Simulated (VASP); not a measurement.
Here is a VASP 6.6.1 calculation.

Contents of INCAR:

```
PREC = Accurate ; ENCUT = 520
EDIFF = 1E-7 ; ISMEAR = -1
SIGMA = 0.1 ; LREAL = False
LASPH = True ; NELM = 60
ALGO = Normal ; ISIF = 2
LWAVE = False ; LCHARG = True
GGA = PE ; LELF = True
LVHAR = True ; NBANDS = 16
```

KPOINTS

```
regular mesh
0
Gamma
  15 15 15
```

Contents of POSCAR:

```
ZnSe
1.0
    0.0000000000      2.3829819578      2.3829819578
    2.3829819578      0.0000000000      2.3829819578
    2.3829819578      2.3829819578      0.0000000000
Zn Se
1 1
Direct
    0.0000000000      0.0000000000      0.0000000000
    0.5000000000      0.5000000000      0.5000000000
```

Potentials or basis: VASP PAW PBE potentials, release 64 (Zn, Se).

Run with:

```bash
$ cat potpaw_PBE.64/Zn/POTCAR potpaw_PBE.64/Se/POTCAR > POTCAR
$ mpirun -np 1 vasp_std > vasp.out
```

Question: Estimate the band gap on the k mesh.

Answer: Zero (band 9 reaches 7.35 eV, above the bottom of band 10 at 6.10 eV).

Question: What does it give for the pressure?

Answer: 58.1 GPa.

Caveat: the cell differs from its parent crystal (volume scaled by 0.7, to set the pressure).
